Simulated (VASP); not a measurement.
Ag, 2 atoms in the cell. It takes space group P6_3/mmc (No. 194, hexagonal). The conventional cell has a = 2.838 Å, b = 2.838 Å, c = 4.642 Å, α = 90.00°, β = 90.00°, γ = 120.00°. Within 3.7 Å of Ag (site symmetry -6m2) lie 12 Ag at 2.84 Å. 

```yaml
Program: VASP 6.6.1
Task: single point
Functional: PBEsol
Potentials_or_basis: VASP PAW PBE potentials, release 64 (Ag)
Cutoff: 520 eV
k_mesh: 18 × 18 × 10
Occupations: gaussian, width 0.1 eV
Spin: no spin polarisation
Dipole_correction: no
Further_INCAR_settings: ALGO = Normal; EDIFF = 1e-06; NBANDS = 18
```

Potentials or basis: VASP PAW PBE potentials, release 64 (Ag).

The run is started by

```console
$ cat potpaw_PBE.64/Ag/POTCAR > POTCAR
$ mpirun -np 1 vasp_std > vasp.out
```

Hardware: 1 thread of Intel(R) Xeon(R) Platinum 8488C (Sapphire Rapids) (shared host).

**Question.** How long does it take, and how much memory?

**Answer.** It took 48 s on 1 thread of Intel(R) Xeon(R) Platinum 8488C (Sapphire Rapids) (shared host), peak memory 0.23 GiB. Counts: scf iterations 11, k points 222.
